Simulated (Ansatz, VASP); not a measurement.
One calculation of ZrB2, two programs

INCAR

```
SYSTEM = ZrB2
PREC     = Accurate       ! precision mode
ENCUT    = 520            ! plane-wave cutoff, eV
EDIFF    = 1E-6           ! SCF threshold, eV
ISMEAR   = -1             ! smearing method
SIGMA    = 0.05           ! smearing width, eV
LREAL    = .False.        ! projectors in reciprocal space
LASPH    = .True.         ! aspherical terms in the spheres
NELM     = 80             ! most SCF steps
ALGO     = Normal         ! electronic algorithm
ISIF     = 2              ! what is computed and relaxed
LWAVE    = .False.        ! write WAVECAR
LCHARG   = .False.        ! write CHGCAR
GGA      = PS             ! functional
NBANDS   = 16             ! bands
```

The input KPOINTS:

```
Automatic mesh
0
Gamma
  13 13 10
  0 0 0
```

POSCAR

```
ZrB2
1.0
    3.1545330261      0.0000000000      0.0000000000
   -1.5772665131      2.7319057377      0.0000000000
    0.0000000000      0.0000000000      3.5079105588
Zr B
1 2
Direct
    0.0000000000      0.0000000000      0.0000000000
    0.3333333333      0.6666666667      0.5000000000
    0.6666666667      0.3333333333      0.5000000000
```

Input for Ansatz:

```yaml
crystal:
  lattice:
    - [3.1545330261, 0.0, 0.0]
    - [-1.5772665131, 2.7319057377, 0.0]
    - [0.0, 0.0, 3.5079105588]
  atoms:
    - { symbol: Zr, position: [0.0, 0.0, 0.0] }
    - { symbol: B, position: [0.3333333333, 0.6666666667, 0.5] }
    - { symbol: B, position: [0.6666666667, 0.3333333333, 0.5] }
kpoints:
  mp_grid: { grid: [13, 13, 10] }
  band_path:
    path:
      - [0.0, 0.0, 0.0]
      - [0.5, 0.0, 0.0]
      - [0.3333333333, 0.3333333333, 0.0]
      - [0.0, 0.0, 0.0]
      - [0.0, 0.0, 0.5]
      - [0.5, 0.0, 0.5]
      - [0.3333333333, 0.3333333333, 0.5]
      - [0.0, 0.0, 0.5]
      - [0.5, 0.0, 0.5]
    npoints: 14
scf:
  occupations: { method: fermi_dirac, width: 0.05 }
hamiltonian:
  xc: pbesol
  pseudopotentials: { kind: all_electron, lapw: { basis_error: 0.0005 } }
output:
  forces: true
  stress: true
  eigenvalues: true
  populations: true
```

Alike in both runs: task single point; functional PBEsol; k mesh 13 × 13 × 10; occupations fermi-dirac, width 0.05 eV; no spin polarisation.

```csv
,VASP,Ansatz
version,VASP 6.6.1,Ansatz 0.2.0
potentials or method,"VASP PAW PBE potentials, release 64 (Zr_sv, B), cutoff 520 eV","all-electron LAPW, scalar-relativistic"
```

|  | VASP | Ansatz | Ansatz less VASP |
| --- | --- | --- | --- |
| pressure (GPa) | 0.3 | 0.0 | -0.32 |

VASP's potentials were made for PBE, not for PBEsol. Ansatz ran all-electron here, and VASP with PAW potentials.
